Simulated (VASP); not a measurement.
# Sc2B2Sb (P6/mmm) in VASP: further runs, part 2 of 2

VASP 6.6.1. The steps go on from the part before.

**3. Single point, PBE**

Contents of INCAR:

```
PREC = Accurate ; ENCUT = 520
EDIFF = 1E-6 ; ISMEAR = 0
SIGMA = 0.1 ; LREAL = False
LASPH = True ; NELM = 80
ALGO = Normal ; ISIF = 2
LWAVE = False ; LCHARG = True
GGA = PE ; LELF = True
LVHAR = True ; NBANDS = 24
```

Contents of KPOINTS:

```
Automatic mesh
0
Gamma
  12 12 4
```

Contents of POSCAR:

```
Sc2B2Sb
1.0
    3.2334356695      0.0000000000      0.0000000000
   -1.6167178348      2.8002374313      0.0000000000
    0.0000000000      0.0000000000      9.1643744201
Sc B Sb
2 2 1
Direct
    0.0000000000      0.0000000000      0.6805907927
    0.0000000000      0.0000000000      0.3194092073
    0.3333333333      0.6666666667      0.5000000000
    0.6666666667      0.3333333333      0.5000000000
    0.0000000000      0.0000000000      0.0000000000
```

Potentials or basis: VASP PAW PBE potentials, release 64 (Sc_sv, B, Sb).

Started as:

```console
$ cat potpaw_PBE.64/Sc_sv/POTCAR potpaw_PBE.64/B/POTCAR potpaw_PBE.64/Sb/POTCAR > POTCAR
$ mpirun -np 1 vasp_std > vasp.out
```

OUTCAR:

```text
PREC = Accurate
   ENCUT = 520
   EDIFF = 1E-6
   ISMEAR = 0
   LREAL = False
   LASPH = True
   NELM = 80
   ISIF = 2
   GGA = PE

 ion  position               nearest neighbor table
   1  0.000  0.000  0.681-   3 2.49   4 2.49   4 2.49   3 2.49   4 2.49   3 2.49   5 2.93   2 3.31

   2  0.000  0.000  0.319-   3 2.49   4 2.49   4 2.49   3 2.49   4 2.49   3 2.49   5 2.93   1 3.31

   3  0.333  0.667  0.500-   4 1.87   4 1.87   4 1.87   1 2.49   2 2.49   2 2.49   1 2.49   2 2.49
                             1 2.49
   4  0.667  0.333  0.500-   3 1.87   3 1.87   3 1.87   1 2.49   2 2.49   1 2.49   2 2.49   1 2.49
                             2 2.49
   5  0.000  0.000  0.000-   1 2.93   2 2.93

  LATTYP: Found a hexagonal cell.
 ALAT       =     3.2334356695
 C/A-ratio  =     2.8342528990

  Lattice vectors:

 A1 = (   3.2334356695,   0.0000000000,   0.0000000000)
 A2 = (  -1.6167178348,   2.8002374313,   0.0000000000)
 A3 = (   0.0000000000,   0.0000000000,   9.1643744201)

Analysis of symmetry for initial positions (statically):
=====================================================================
 Subroutine PRICEL returns:
 Original cell was already a primitive cell.

[... 179 lines left out ...]
 fundamental gap:      0.0718295609
 Fermi energy:         6.3028394533

 k-point     1 :       0.0000    0.0000    0.0000
  band No.  band energies     occupation
      1     -42.7502      2.00000
      2     -42.7398      2.00000
      3     -21.5876      2.00000
      4     -21.4497      2.00000
      5     -21.2217      2.00000
      6     -21.2217      2.00000
[... 637 lines left out ...]
     23       9.6908      0.00000
     24       9.9591      0.00000

 [... further k-points ...]

------------------------ aborting loop because EDIFF is reached ----------------------------------------

  FORCE on cell =-STRESS in cart. coord.  units (eV):
  Direction    XX          YY          ZZ          XY          YZ          ZX
  --------------------------------------------------------------------------------------
  -------------------------------------------------------------------------------------
  Total        0.0698192      0.0698192      0.1520693     -0.0000000      0.0000000     -0.0000000
  in kB        1.3481045      1.3481045      2.9362312     -0.0000000      0.0000000     -0.0000000
  external PRESSURE =       1.8774800 kB  Pullay stress =       0.0000000 kB

 VOLUME and BASIS-vectors are now :
 -----------------------------------------------------------------------------
  energy-cutoff  :      520.00
  volume of cell :       82.98
      direct lattice vectors                 reciprocal lattice vectors
     3.233435669  0.000000000  0.000000000     0.309268562  0.178556288  0.000000000
    -1.616717835  2.800237431  0.000000000     0.000000000  0.357112575  0.000000000
     0.000000000  0.000000000  9.164374420     0.000000000  0.000000000  0.109118196

 POSITION                                       TOTAL-FORCE (eV/Angst)
 -----------------------------------------------------------------------------------
      0.00000      0.00000      6.23719         0.000000      0.000000      0.034989
      0.00000      0.00000      2.92719        -0.000000     -0.000000     -0.034989
     -0.00000      1.86682      4.58219        -0.000000     -0.000000      0.000000
      1.61672      0.93341      4.58219         0.000000     -0.000000      0.000000
      0.00000      0.00000      0.00000         0.000000     -0.000000      0.000000
 -----------------------------------------------------------------------------------
    total drift:                               -0.000000      0.000000      0.000000

  FREE ENERGIE OF THE ION-ELECTRON SYSTEM (eV)
  ---------------------------------------------------
  free  energy   TOTEN  =       -32.5648727592 eV

  energy  without entropy=      -32.5578156724  energy(sigma->0) =      -32.56134422
```

OSZICAR:

```text
N       E                     dE             d eps       ncg     rms          rms(c)
DAV:   1     0.438123101553E+03    0.43812E+03   -0.14325E+04  2752   0.132E+03
DAV:   2     0.308974751312E+01   -0.43503E+03   -0.42411E+03  3240   0.507E+02
DAV:   3    -0.387994220833E+02   -0.41889E+02   -0.39820E+02  4672   0.171E+02
DAV:   4    -0.402091666096E+02   -0.14097E+01   -0.13861E+01  4416   0.277E+01
DAV:   5    -0.402333298467E+02   -0.24163E-01   -0.24070E-01  4256   0.415E+00    0.150E+01
DAV:   6    -0.323755402261E+02    0.78578E+01   -0.38736E+01  4656   0.443E+01    0.431E+00
DAV:   7    -0.326131003630E+02   -0.23756E+00   -0.37928E+00  4384   0.149E+01    0.241E+00
DAV:   8    -0.325723258299E+02    0.40775E-01   -0.27732E-01  4488   0.539E+00    0.155E+00
DAV:   9    -0.325683443135E+02    0.39815E-02   -0.37096E-02  4624   0.192E+00    0.315E-01
DAV:  10    -0.325649078692E+02    0.34364E-02   -0.26933E-02  4840   0.174E+00    0.115E-01
DAV:  11    -0.325648650100E+02    0.42859E-04   -0.18206E-03  4632   0.372E-01    0.407E-02
DAV:  12    -0.325648760938E+02   -0.11084E-04   -0.70700E-05  4328   0.601E-02    0.133E-02
DAV:  13    -0.325648729770E+02    0.31167E-05   -0.93827E-06  3872   0.351E-02    0.364E-03
DAV:  14    -0.325648727592E+02    0.21781E-06   -0.11205E-06  2592   0.113E-02
   1 F= -.32564873E+02 E0= -.32561344E+02  d E =-.705709E-02
```

Run time: 42 s. Hardware: 1 thread of Intel Xeon 6975P-C (Granite Rapids), shared host; peak memory 0.26 GiB.

What came out:

| Item | Value |
| --- | --- |
| Free energy | -32.5649 eV |
| Pressure | 0.2 GPa |
| Largest force | 0.035 eV/Å |
| Band gap on the k mesh | zero (an odd number of electrons rules out a gap without spin polarisation) |

Forces on the atoms (eV/Å):
```
Sc   0.000  0.000  0.035
Sc   0.000  0.000 -0.035
B    0.000  0.000  0.000
B    0.000  0.000  0.000
Sb   0.000  0.000  0.000
```

Stress tensor (GPa, compression positive):
```
0.13 0.00 0.00
0.00 0.13 0.00
0.00 0.00 0.29
```

Caveat: spin-orbit coupling is left out, which moves the levels of the heavy elements.

**4. Relaxation of cell and atoms, PBE**

Contents of INCAR:

```
SYSTEM = Sc2B2Sb
PREC     = Accurate       ! precision mode
ENCUT    = 600            ! plane-wave cutoff, eV
EDIFF    = 1E-6           ! SCF threshold, eV
ISMEAR   = 0              ! smearing method
SIGMA    = 0.1            ! smearing width, eV
LREAL    = .False.        ! projectors in reciprocal space
LASPH    = .True.         ! aspherical terms in the spheres
NELM     = 100            ! most SCF steps
ALGO     = Normal         ! electronic algorithm
ISIF     = 3              ! what is computed and relaxed
LWAVE    = .False.        ! write WAVECAR
LCHARG   = .False.        ! write CHGCAR
GGA      = PE             ! functional
IBRION   = 2              ! ionic algorithm
NSW      = 100            ! ionic steps
EDIFFG   = -0.01          ! ionic threshold
```

Contents of KPOINTS:

```
regular mesh
0
Gamma
  12 12 4
  0 0 0
```

Contents of POSCAR:

```
Sc2B2Sb
1.0
    3.2475154064      0.0000000000      0.0000000000
   -1.6237577032      2.8124308412      0.0000000000
    0.0000000000      0.0000000000      9.0896974276
Sc B Sb
2 2 1
Direct
    0.0000000000      0.0000000000      0.6816535120
    0.0000000000      0.0000000000      0.3183464880
    0.3333333333      0.6666666667      0.5000000000
    0.6666666667      0.3333333333      0.5000000000
    0.0000000000      0.0000000000      0.0000000000
```

Started as:

```console
$ cat potpaw_PBE.64/Sc_sv/POTCAR potpaw_PBE.64/B/POTCAR potpaw_PBE.64/Sb/POTCAR > POTCAR
$ mpirun -np 1 vasp_std > vasp.out
```

It took 3.1 min on 1 thread of Intel Xeon 6975P-C (Granite Rapids), shared host; peak memory 0.32 GiB.

Results (log left out):

```yaml
Free_energy: -32.5672 eV
Relaxed_volume: 16.61 Å³/atom
Relaxed_cell: a = 3.234 Å, b = 3.234 Å, c = 9.172 Å, α = 90.00°, β = 90.00°, γ = 120.00°
Space_group_after_relaxing_to_0.1_Å: P6/mmm (No. 191)
Energy_gained_by_relaxing: 1.3 meV/atom
Ionic_steps: 6
Pressure_after_relaxing: 0.1 GPa
Band_gap_on_the_k_mesh: zero (an odd number of electrons rules out a gap without spin polarisation)
```

Forces in eV/Å, atoms in the order of the input:
```
Sc   0.000  0.000  0.002
Sc   0.000  0.000 -0.002
B    0.000  0.000  0.000
B    0.000  0.000  0.000
Sb   0.000  0.000  0.000
```

Step by step:
| step | energy change (eV) | largest force (eV/Å) | pressure (GPa) | volume (Å³) |
| --- | --- | --- | --- | --- |
| 1 | 0.0000 | 0.0850 | 0.00 | 83.02 |
| 2 | -0.0061 | 0.0554 | 0.02 | 83.02 |
| 3 | -0.0062 | 0.0548 | 0.02 | 83.02 |
| 4 | -0.0062 | 0.0538 | 0.02 | 83.02 |
| 5 | -0.0064 | 0.0128 | 0.05 | 83.05 |
| 6 | -0.0064 | 0.0023 | 0.07 | 83.06 |

Final structure:
```xyz
5
Lattice="3.2336 0.0000 0.0000 -1.6168 2.8004 0.0000 0.0000 0.0000 9.1721" Properties=species:S:1:pos:R:3 pbc="T T T"
Sc    3.2336    0.0000    6.2439
Sc    0.0000    0.0000    2.9282
B     0.0000    1.8669    4.5860
B     1.6168    0.9335    4.5860
Sb    0.0000    0.0000    0.0000
```

Levels at points of the mesh, in eV from the Fermi level:
| k point | band 14 | band 15 | band 16 | band 17 | band 18 | band 19 | band 20 |
| --- | --- | --- | --- | --- | --- | --- | --- |
| (0.00, 0.00, 0.00) | -1.21 | -1.21 | 1.64 | 1.64 | 1.81 | 1.82 | 1.82 |
| (0.50, 0.00, 0.00) | -2.27 | -2.01 | -1.16 | -0.58 | 0.02 | 1.53 | 1.99 |
| (0.00, 0.00, 0.50) | -1.21 | -0.99 | 1.64 | 1.68 | 1.68 | 1.82 | 1.82 |
| (0.50, 0.00, 0.50) | -2.00 | -1.88 | -1.58 | -0.56 | 0.01 | 1.54 | 1.75 |

Caveat: spin-orbit coupling is left out, which moves the levels of the heavy elements.

The gap in the log of VASP goes by the Fermi energy; the results here count the filled bands.